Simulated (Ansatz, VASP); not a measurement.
# One calculation of SrO, two programs

The input INCAR:

```
PREC = Accurate
ENCUT = 520
EDIFF = 1E-6
ISMEAR = 0
SIGMA = 0.01
LREAL = False
LASPH = True
NELM = 60
ALGO = Normal
ISIF = 2
LWAVE = False
LCHARG = False
NBANDS = 24
```

File KPOINTS:

```
regular mesh
0
Gamma
  6 6 4
```

POSCAR

```
SrO
1.0
    4.2700309501      0.0000000000      0.0000000000
   -2.1350154750      3.6979552777      0.0000000000
    0.0000000000      0.0000000000      5.1444468281
Sr O
2 2
Direct
    0.3333333333      0.6666666667     -0.0625000000
    0.6666666667      0.3333333333      0.4375000000
    0.3333333333      0.6666666667      0.4375000000
    0.6666666667      0.3333333333      0.9375000000
```

Input for Ansatz:

```yaml
crystal:
  lattice:
    - [4.2700309501, 0.0, 0.0]
    - [-2.135015475, 3.6979552777, 0.0]
    - [0.0, 0.0, 5.1444468281]
  atoms:
    - { symbol: Sr, position: [0.3333333333, 0.6666666667, -0.0625] }
    - { symbol: Sr, position: [0.6666666667, 0.3333333333, 0.4375] }
    - { symbol: O, position: [0.3333333333, 0.6666666667, 0.4375] }
    - { symbol: O, position: [0.6666666667, 0.3333333333, 0.9375] }
kpoints:
  mp_grid: { grid: [6, 6, 4] }
hamiltonian:
  xc: lda
scf:
  occupations: { method: fixed }
  n_extra_bands: 5
output:
  forces: true
  stress: true
  eigenvalues: true
```

Alike in both runs: task single point; functional LDA; k mesh 6 × 6 × 4; no spin polarisation.

|  | VASP | Ansatz |
| --- | --- | --- |
| version | VASP 6.6.1 | Ansatz 0.2.0 |
| potentials or method | VASP PAW LDA potentials, release 64 (Sr_sv, O) | plane waves |
| plane-wave cutoff (eV) | 520 | 420 |
| occupations | gaussian, width 0.01 eV | fixed |
| valence electrons in the cell | 32 | 32 |

```tsv
	VASP	Ansatz	Ansatz less VASP
gap on the k mesh at the Fermi level (eV)	2.46	2.47	+0.009
pressure (GPa)	-3.7	-4.2	-0.54
traceless stress, the component that is largest in VASP (GPa)	-0.27	-0.29	-0.020
```

LDA's correlation is that of Perdew and Zunger in VASP and of Perdew and Wang (1992) in Ansatz.
